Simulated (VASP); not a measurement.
Runs of VASP 6.6.1 on RbBi3. The structure is that of space group P6/mmm (No. 191), or close to it. The cells are those of the table. 

```csv
task,cell,k mesh,cutoff (eV),gap on the mesh (eV),pressure (GPa)
single point,"a = 6.745, b = 6.745, c = 3.540 Å, angles 90.0, 90.0, 120.0°, 4 atoms",3 × 3 × 6,520,none,0.1
single point,"a = 6.860, b = 6.860, c = 3.437 Å, angles 90.0, 90.0, 120.0°, 4 atoms",12 × 12 × 14,520,none,0.0
single point,"a = 6.220, b = 6.220, c = 3.192 Å, angles 90.0, 90.0, 120.0°, 4 atoms",3 × 3 × 6,520,none,(a)
relaxation of cell and atoms,"relaxed from a = 6.220, b = 6.220, c = 3.192 Å, angles 90.0, 90.0, 120.0°, 4 atoms",3 × 3 × 6,600,none,0.0
```

Alike in all rows: level PBE; potentials or basis VASP PAW PBE potentials, release 64 (Rb_sv, Bi_d); no spin polarisation; smearing gaussian 0.1 eV.

**Question.** Fill in the values left out.

**Answer.** (a) 17.4.

Caveats: some runs use coarse meshes; spin-orbit coupling is left out, which moves the levels of the heavy elements.

A k mesh can miss the band edges, and the runs leave out spin-orbit coupling on Bi, Rb.

A gap of «none» marks levels without a gap at the run's occupations.
